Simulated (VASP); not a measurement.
## Sb: electric field gradients with PBE

Sb:

```
CELL_PARAMETERS angstrom
2.15060 1.24165 3.85632
-2.15060 1.24165 3.85632
0.00000 -2.48330 3.85632
ATOMIC_POSITIONS crystal
Sb 0.23364 0.23364 0.23364
Sb 0.76636 0.76636 0.76636
```

This cell differs from its parent crystal: zz strain of +3 %.

```yaml
Program: VASP 6.6.1
Task: electric field gradients
Functional: PBE
Potentials_or_basis: VASP PAW PBE potentials, release 64 (Sb_d_GW)
Cutoff: 400 eV
k_mesh: 9 × 9 × 9
Occupations: fermi-dirac, width 0.05 eV
Spin: no spin polarisation
Dipole_correction: no
Second_run: valence_matched
Further_INCAR_settings: ALGO = Normal; EDIFF = 1e-08; NBANDS = 22
```

The pressure is 1.2 GPa. The band gap on the k mesh is 0.06 eV, indirect (least direct gap 0.54 eV).

Stress tensor (GPa, compression positive):
```
1.66 0.00 0.00
0.00 1.66 0.00
0.00 0.00 0.37
```

Levels at points of the mesh, in eV from the valence-band top:
```
           k point  band 12  band 13  band 14  band 15  band 16  band 17  band 18  band 19
(0.00, 0.00, 0.00)    -4.97    -2.19    -1.63    -1.63     2.10     2.66     2.66     5.25
```

Electric field gradients, principal values (V/Å²):
| atom | least | middle | greatest (by size) |
| --- | --- | --- | --- |
| 1 Sb | 19.220 | 19.220 | -38.439 |
| 2 Sb | 19.220 | 19.220 | -38.439 |

It took 3.3 min on 1 thread of Intel(R) Xeon(R) Platinum 8259CL CPU @ 2.50GHz (Skylake/Cascade Lake), with other jobs on the host, peak memory 0.22 GiB.

Caveat: the cell differs from its parent crystal (zz strain of +3 %); without QUAD_EFG the Cq values of the log hold for a quadrupole moment of 1 mb, not for the nuclei; spin-orbit coupling is left out, which moves the levels of the heavy elements. A k mesh can miss the band edges.
